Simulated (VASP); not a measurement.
# Si2C in VASP: notebook, part 2 of 2

VASP 6.6.1.

### 3 Single point, PBE

This run uses another cell than the first one, of the same volume but with other edges.

Input file INCAR:

```
SYSTEM = Si2C
PREC = Accurate
ENCUT = 520
EDIFF = 1E-7
ISMEAR = 0
SIGMA = 0.1
LREAL = .FALSE.
LASPH = .TRUE.
NELM = 60
ALGO = Normal
ISIF = 2
LWAVE = .FALSE.
LCHARG = .FALSE.
GGA = PE
NBANDS = 21
```

Input file KPOINTS:

```
Automatic mesh
0
G
  6 6 6
  0 0 0
```

Input file POSCAR:

```
Si2C
1.0
   -1.9280852418      2.8814669428      4.4962646328
    1.9280852418     -2.8814669428      4.4962646328
    1.9280852418      2.8814669428     -4.4962646328
Si C
4 2
Direct
    0.6179202903      0.3219066489      0.2960136414
    0.9741069925      0.6780933511      0.2960136414
    0.3820797097      0.6780933511      0.7039863586
    0.0258930075      0.3219066489      0.7039863586
    0.3805914971      0.5000000000      0.8805914971
    0.6194085029      0.5000000000      0.1194085029
```

Potentials or basis: VASP PAW PBE potentials, release 64 (Si, C).

The run is started by

```console
$ cat potpaw_PBE.64/Si/POTCAR potpaw_PBE.64/C/POTCAR > POTCAR
$ mpirun -np 1 vasp_std > vasp.out
```

OUTCAR:

```text
SYSTEM = Si2C
   PREC = Accurate
   ENCUT = 520
   EDIFF = 1E-7
   ISMEAR = 0
   LREAL = .FALSE.
   LASPH = .TRUE.
   NELM = 60
   ISIF = 2
   GGA = PE

 ion  position               nearest neighbor table
   1  0.618  0.322  0.296-   6 1.90   4 2.35   3 2.38   3 2.38
   2  0.974  0.678  0.296-   6 1.90   3 2.35   4 2.38   4 2.38
   3  0.382  0.678  0.704-   5 1.90   2 2.35   1 2.38   1 2.38
   4  0.026  0.322  0.704-   5 1.90   1 2.35   2 2.38   2 2.38
   5  0.381  0.500  0.881-   6 1.38   4 1.90   3 1.90
   6  0.619  0.500  0.119-   5 1.38   2 1.90   1 1.90

  LATTYP: Found a body centered orthorhombic cell.
 ALAT       =     3.8561704836
 B/A-ratio  =     1.4944707217
 C/A-ratio  =     2.3319843622

  Lattice vectors:

 A1 = (  -1.9280852418,   2.8814669428,   4.4962646328)
 A2 = (   1.9280852418,  -2.8814669428,   4.4962646328)
 A3 = (   1.9280852418,   2.8814669428,  -4.4962646328)

Analysis of symmetry for initial positions (statically):
=====================================================================
 Subroutine PRICEL returns:
 Original cell was already a primitive cell.

 Routine SETGRP: Setting up the symmetry group for a
 body centered orthorhombic supercell.

 Subroutine GETGRP returns: Found  8 space group operations
 (whereof  8 operations were pure point group operations)
 out of a pool of  8 trial point group operations.

The static configuration has the point symmetry D_2h.

Analysis of symmetry for dynamics (positions and initial velocities):
=====================================================================
 Subroutine PRICEL returns:
 Original cell was already a primitive cell.

 Routine SETGRP: Setting up the symmetry group for a
 body centered orthorhombic supercell.

 Subroutine GETGRP returns: Found  8 space group operations
[... 124 lines left out ...]
   EMIN   =  10.00;   EMAX   =-10.00  energy-range for DOS
   EFERMI =   0.00;   METHOD = LEGACY
   ISMEAR =     0;   SIGMA  =   0.10  broadening in eV -4-tet -1-fermi 0-gaus
   EFERMI_NEDOS =   21; number of points for ismear=-14 and -15
   IALGO  =     38    algorithm
   IMIX   =      4    mixing-type and parameters
     AMIX     =   0.40;   BMIX     =  1.00
     AMIX_MAG =   1.60;   BMIX_MAG =  1.00
  volume/ion in A,a.u.               =      16.65       112.38
  Fermi-wavevector in a.u.,A,eV,Ry     =   1.017641  1.923063 14.090106  1.035594
  Thomas-Fermi vector in A             =   2.151054
   LORBIT       =      0    0 simple, 1 ext, 2 COOP (PROOUT), +10 PAW based schemes
   GGA     = PE    functional components
   LHFCALC =     F    Hartree Fock is set to
   AEXX    =    0.0000 exact exchange contribution
   IVDW    =     0    specifies the selected vdW correction
   LEPSILON=     F    determine dielectric tensor
   LRPA    =     F    only Hartree local field effects (RPA)
 non-spin polarized calculation
 Gauss-broadening in eV      SIGMA  =   0.10
  energy-cutoff  :      520.00
  volume of cell :       99.92
 maximum number of plane-waves:      2715
   NGX = 21   NGY = 21   NGZ = 21

 number of electron      24.0000001 magnetization

 Free energy of the ion-electron system (eV)
  ---------------------------------------------------
  ext. energy  EPLUGINS =         0.00000000
  ---------------------------------------------------
  free energy    TOTEN  =       -38.35994377 eV

  energy without entropy =      -38.35929369  energy(sigma->0) =      -38.35961873

 E-fermi :   5.3845     XC(G=0):  -9.3996

 val. band max:        5.3688550031   @ k =   0.5000   0.5000   0.5000
 cond. band min:       5.4413037361   @ k =   0.5000   0.5000  -0.0000
 fundamental gap:      0.0724487329
 Fermi energy:         5.3844733071

 k-point     1 :       0.0000    0.0000    0.0000
  band No.  band energies     occupation
      1      -9.6368      2.00000
      2      -5.0021      2.00000
      3      -4.3515      2.00000
      4      -2.7698      2.00000
      5      -2.0493      2.00000
      6      -0.6050      2.00000
[... 565 lines left out ...]
     20      10.9946      0.00000
     21      13.2148      0.00000

 [... further k-points ...]
[... 5 lines left out ...]
  --------------------------------------------------------------------------------------
  -------------------------------------------------------------------------------------
  Total       -0.2276711      0.0965572      0.0996812      0.0000000      0.0000000      0.0000000
  in kB       -3.6506216      1.5482584      1.5983505      0.0000000      0.0000000      0.0000000
  external PRESSURE =      -0.1680042 kB  Pullay stress =       0.0000000 kB

 VOLUME and BASIS-vectors are now :
 -----------------------------------------------------------------------------
  energy-cutoff  :      520.00
  volume of cell :       99.92
      direct lattice vectors                 reciprocal lattice vectors
    -1.928085242  2.881466943  4.496264633     0.000000000  0.173522726  0.111203419
     1.928085242 -2.881466943  4.496264633     0.259324634  0.000000000  0.111203419
     1.928085242  2.881466943 -4.496264633     0.259324634  0.173522726  0.000000000

 POSITION                                       TOTAL-FORCE (eV/Angst)
 -----------------------------------------------------------------------------------
      0.00000      1.70591      2.89475        -0.000000      0.017027     -0.038242
      0.00000      1.70591      6.09777         0.000000      0.017027      0.038242
      1.92809      1.17556      1.60151         0.000000     -0.017027      0.038242
      1.92809      1.17556     -1.60151        -0.000000     -0.017027     -0.038242
      1.92809      2.19332      0.00000        -0.000000     -0.035125      0.000000
      0.00000      0.68814      4.49626         0.000000      0.035125      0.000000
 -----------------------------------------------------------------------------------
    total drift:                               -0.000000     -0.000000      0.000000

  FREE ENERGIE OF THE ION-ELECTRON SYSTEM (eV)
  ---------------------------------------------------
  free  energy   TOTEN  =       -38.3599437666 eV

  energy  without entropy=      -38.3592936915  energy(sigma->0) =      -38.35961873
```

stdout:

```text
POSCAR found type information on POSCAR SiC
 POSCAR found :  2 types and       6 ions
 scaLAPACK will be used
 LDA part: xc-table for (Slater+PW92), standard interpolation
 POSCAR, INCAR and KPOINTS ok, starting setup
 FFT: planning ... GRIDC
 FFT: planning ... GRID_SOFT
 FFT: planning ... GRID
 WAVECAR not read
 entering main loop
```

Run time: 72 s. Hardware: 1 thread of Intel Xeon 6975P-C (Granite Rapids), shared host; peak memory 0.28 GiB.

What came out:

* Free energy: -38.3599 eV
* Pressure: 0.0 GPa
* Largest force: 0.042 eV/Å
* Band gap on the k mesh: 0.07 eV (least direct gap 0.46 eV)

Forces on the atoms (eV/Å):
```
Si   0.000  0.017 -0.038
Si   0.000  0.017  0.038
Si   0.000 -0.017  0.038
Si   0.000 -0.017 -0.038
C    0.000 -0.035  0.000
C    0.000  0.035  0.000
```

Stress tensor (GPa, compression positive):
```
-0.37  0.00  0.00
 0.00  0.15  0.00
 0.00  0.00  0.16
```

Levels at points of the mesh, in eV from the valence-band top:
```tsv
k point	band 8	band 9	band 10	band 11	band 12	band 13	band 14	band 15	band 16	band 17
(0.00, 0.00, 0.00)	-3.15	-2.17	-1.26	-0.89	-0.16	1.05	3.20	3.23	3.59	3.83
(0.50, 0.00, 0.00)	-2.78	-2.54	-2.08	-1.81	-0.64	1.32	1.83	2.11	2.72	3.44
(0.00, 0.50, 0.00)	-4.17	-4.10	-2.99	-2.25	-1.86	1.75	2.20	2.91	3.49	4.20
(0.50, 0.50, 0.00)	-3.95	-3.83	-2.25	-1.61	-1.29	0.07	2.34	2.70	3.57	5.19
(0.50, 0.50, 0.50)	-4.01	-3.83	-0.60	-0.19	0.00	0.46	1.45	1.59	3.91	3.93
```

### 4 Relaxation of cell and atoms, PBE

This run uses another cell than the first one, of the same volume but with other edges.

Input file INCAR:

```
  PREC = Accurate
  ENCUT = 600
  EDIFF = 1E-6
  ISMEAR = 0
  SIGMA = 0.1
  LREAL = F
  LASPH = T
  NELM = 80
  ALGO = Normal
  ISIF = 3
  LWAVE = F
  LCHARG = F
  GGA = PE
  IBRION = 2
  NSW = 90
  EDIFFG = -0.04
```

Input file KPOINTS:

```
regular mesh
0
Gamma
  6 6 6
```

POSCAR is that of step 3.

Potentials or basis: VASP PAW PBE potentials, release 64 (Si, C).

The run is started by

```console
$ cat potpaw_PBE.64/Si/POTCAR potpaw_PBE.64/C/POTCAR > POTCAR
$ mpirun -np 1 vasp_std > vasp.out
```

OUTCAR:

```text
PREC = Accurate
   ENCUT = 600
   EDIFF = 1E-6
   ISMEAR = 0
   LREAL = F
   LASPH = T
   NELM = 80
   ISIF = 3
   GGA = PE
   IBRION = 2
   NSW = 90
   EDIFFG = -0.04

 ion  position               nearest neighbor table
   1  0.618  0.322  0.296-   6 1.90   4 2.35   3 2.38   3 2.38
   2  0.974  0.678  0.296-   6 1.90   3 2.35   4 2.38   4 2.38
   3  0.382  0.678  0.704-   5 1.90   2 2.35   1 2.38   1 2.38
   4  0.026  0.322  0.704-   5 1.90   1 2.35   2 2.38   2 2.38
   5  0.381  0.500  0.881-   6 1.38   4 1.90   3 1.90
   6  0.619  0.500  0.119-   5 1.38   2 1.90   1 1.90

  LATTYP: Found a body centered orthorhombic cell.
 ALAT       =     3.8561704836
 B/A-ratio  =     1.4944707217
 C/A-ratio  =     2.3319843622

  Lattice vectors:

 A1 = (  -1.9280852418,   2.8814669428,   4.4962646328)
 A2 = (   1.9280852418,  -2.8814669428,   4.4962646328)
 A3 = (   1.9280852418,   2.8814669428,  -4.4962646328)

Analysis of symmetry for initial positions (statically):
=====================================================================
 Subroutine PRICEL returns:
 Original cell was already a primitive cell.

 Routine SETGRP: Setting up the symmetry group for a
 body centered orthorhombic supercell.

 Subroutine GETGRP returns: Found  8 space group operations
 (whereof  8 operations were pure point group operations)
 out of a pool of  8 trial point group operations.

The static configuration has the point symmetry D_2h.

Analysis of symmetry for dynamics (positions and initial velocities):
=====================================================================
 Subroutine PRICEL returns:
 Original cell was already a primitive cell.

 Routine SETGRP: Setting up the symmetry group for a
 body centered orthorhombic supercell.

 Subroutine GETGRP returns: Found  8 space group operations
 (whereof  8 operations were pure point group operations)
 out of a pool of  8 trial point group operations.

The dynamic configuration has the point symmetry D_2h.

[... 131 lines left out ...]
   GGA     = PE    functional components
   LHFCALC =     F    Hartree Fock is set to
   AEXX    =    0.0000 exact exchange contribution
   IVDW    =     0    specifies the selected vdW correction
   LEPSILON=     F    determine dielectric tensor
   LRPA    =     F    only Hartree local field effects (RPA)
 conjugate gradient relaxation of ions
 non-spin polarized calculation
 Gauss-broadening in eV      SIGMA  =   0.10
  energy-cutoff  :      600.00
  volume of cell :       99.92
 maximum number of plane-waves:      3361
 NGX is ok and might be reduce to    48

--------------------------------------- Ionic step        1  -------------------------------------------

 number of electron      24.0000000 magnetization

 Free energy of the ion-electron system (eV)
  ---------------------------------------------------
  ext. energy  EPLUGINS =         0.00000000
  ---------------------------------------------------
  free energy    TOTEN  =       -38.36263786 eV

  energy without entropy =      -38.36198741  energy(sigma->0) =      -38.36231264

------------------------ aborting loop because EDIFF is reached ----------------------------------------

  FORCE on cell =-STRESS in cart. coord.  units (eV):
  Direction    XX          YY          ZZ          XY          YZ          ZX
  --------------------------------------------------------------------------------------
  -------------------------------------------------------------------------------------
  Total       -0.2361209      0.0552601      0.0749278      0.0000000      0.0000000      0.0000000
  in kB       -3.7861107      0.8860753      1.2014399      0.0000000      0.0000000      0.0000000
  external PRESSURE =      -0.5661985 kB  Pullay stress =       0.0000000 kB
[... 147 lines left out ...]
--------------------------------------- Ionic step        5  -------------------------------------------

 number of electron      24.0000000 magnetization

 Free energy of the ion-electron system (eV)
  ---------------------------------------------------
  ext. energy  EPLUGINS =         0.00000000
  ---------------------------------------------------
  free energy    TOTEN  =       -38.36300854 eV

  energy without entropy =      -38.36236135  energy(sigma->0) =      -38.36268495

 E-fermi :   5.3961     XC(G=0):  -9.4058

 val. band max:        5.3799489962   @ k =   0.5000   0.5000   0.5000
 cond. band min:       5.4533292553   @ k =   0.5000   0.5000  -0.0000
 fundamental gap:      0.0733802591
 Fermi energy:         5.3960996799

 k-point     1 :       0.0000    0.0000    0.0000
  band No.  band energies     occupation
      1      -9.6169      2.00000
      2      -5.0012      2.00000
      3      -4.3278      2.00000
      4      -2.7741      2.00000
      5      -2.0300      2.00000
      6      -0.6066      2.00000
[... 433 lines left out ...]
      3      -3.6079      2.00000
      4      -2.3280      2.00000
      5      -2.2782      2.00000
      6      -0.4302      2.00000
[... 8 lines left out ...]
     15       8.3161      0.00000
     16       8.8403      0.00000

 [... further k-points ...]
[... 5 lines left out ...]
  --------------------------------------------------------------------------------------
  -------------------------------------------------------------------------------------
  Total       -0.0355003     -0.0143464     -0.0188646     -0.0000000      0.0000000      0.0000000
  in kB       -0.5699617     -0.2303331     -0.3028737     -0.0000000      0.0000000      0.0000000
  external PRESSURE =      -0.3677228 kB  Pullay stress =       0.0000000 kB
[... 21 lines left out ...]
  FREE ENERGIE OF THE ION-ELECTRON SYSTEM (eV)
  ---------------------------------------------------
  free  energy   TOTEN  =       -38.3630085439 eV

  energy  without entropy=      -38.3623613532  energy(sigma->0) =      -38.36268495

 reached required accuracy - stopping structural energy minimisation
```

CONTCAR:

```text
Si2C
   1.00000000000000
    -1.9247379935678617    2.8814978415550305    4.4982818757723404
     1.9247379935678617   -2.8814978415550305    4.4982818757723404
     1.9247379935678617    2.8814978415550305   -4.4982818757723404
  Si              C
     4     2
Direct
     0.6178842803385138    0.3217509234235443    0.2961333569149697
     0.9743824334914182    0.6782490765764558    0.2961333569149697
     0.3821157196614862    0.6782490765764558    0.7038666430850303
     0.0256175665085817    0.3217509234235443    0.7038666430850303
     0.3805146476253259    0.5000000000000000    0.8805146476253257
     0.6194853523746743    0.5000000000000000    0.1194853523746742

  0.00000000E+00  0.00000000E+00  0.00000000E+00
  0.00000000E+00  0.00000000E+00  0.00000000E+00
  0.00000000E+00  0.00000000E+00  0.00000000E+00
  0.00000000E+00  0.00000000E+00  0.00000000E+00
  0.00000000E+00  0.00000000E+00  0.00000000E+00
  0.00000000E+00  0.00000000E+00  0.00000000E+00
```

Run time: 3.4 min. Hardware: 1 thread of Intel Xeon 6975P-C (Granite Rapids), shared host; peak memory 0.36 GiB.

What came out:

- Free energy: -38.3630 eV
- Relaxed volume: 16.63 Å³/atom
- Relaxed cell: a = 5.678 Å, b = 5.678 Å, c = 5.678 Å, α = 140.37°, β = 119.01°, γ = 75.22°
- Space group after relaxing (to 0.1 Å): Immm (No. 71)
- Energy gained by relaxing: 0.1 meV/atom
- Ionic steps: 5
- Pressure after relaxing: 0.0 GPa
- Largest force after relaxing: 0.012 eV/Å
- Band gap on the k mesh: 0.07 eV (least direct gap 0.47 eV)

Forces on the atoms (eV/Å):
```
Si   0.000 -0.003  0.012
Si   0.000 -0.003 -0.012
Si   0.000  0.003 -0.012
Si   0.000  0.003  0.012
C    0.000 -0.008  0.000
C    0.000  0.008  0.000
```

The path:
```
step  energy change (eV)  largest force (eV/Å)  pressure (GPa)  volume (Å³)
   1              0.0000                0.0407           -0.06        99.92
   2             -0.0002                0.0995           -0.17        99.83
   3             -0.0003                0.0492           -0.13        99.87
   4             -0.0001                0.1214            0.13        99.65
   5             -0.0004                0.0122           -0.04        99.79
```

Final structure:
```
CELL_PARAMETERS angstrom
-1.92474 2.88150 4.49828
1.92474 -2.88150 4.49828
1.92474 2.88150 -4.49828
ATOMIC_POSITIONS crystal
Si 0.61788 0.32175 0.29613
Si 0.97438 0.67825 0.29613
Si 0.38212 0.67825 0.70387
Si 0.02562 0.32175 0.70387
C 0.38051 0.50000 0.88051
C 0.61949 0.50000 0.11949
```

Levels at points of the mesh, in eV from the valence-band top:
```tsv
k point	band 10	band 11	band 12	band 13	band 14	band 15
(0.00, 0.00, 0.00)	-1.26	-0.88	-0.16	1.06	3.21	3.22
(0.50, 0.00, 0.00)	-2.09	-1.81	-0.63	1.32	1.83	2.12
(0.00, 0.50, 0.00)	-3.00	-2.25	-1.86	1.75	2.19	2.90
(0.50, 0.50, 0.00)	-2.25	-1.61	-1.30	0.07	2.34	2.70
(0.50, 0.50, 0.50)	-0.59	-0.20	0.00	0.47	1.46	1.59
```

A k mesh can miss the band edges.

### 5 Summary

| task | cell | k mesh | cutoff (eV) | gap on the mesh (eV) | pressure (GPa) | largest force (eV/Å) |
| --- | --- | --- | --- | --- | --- | --- |
| single point | a = 5.674, b = 5.675, c = 3.856 Å, angles 70.2, 70.2, 61.0°, 6 atoms, atomic positions A | 4 × 4 × 4 | 520 | 0.08 | 0.1 | 0.07 |
| single point | a = 5.678 Å, angles 140.3, 119.0, 75.3°, 6 atoms, atomic positions B | 6 × 6 × 6 | 520 | 0.07 | 0.0 | 0.04 |
| relaxation of cell and atoms | relaxed from a = 5.678 Å, angles 140.3, 119.0, 75.3°, 6 atoms, atomic positions B | 6 × 6 × 6 | 600 | 0.07 | 0.0 | 0.01 |

Alike in all rows: level PBE; potentials or basis VASP PAW PBE potentials, release 64 (Si, C); no spin polarisation; smearing gaussian 0.1 eV.

Caveats: some runs use coarse meshes.

Absolute energies hang on the potentials; compare differences alone.
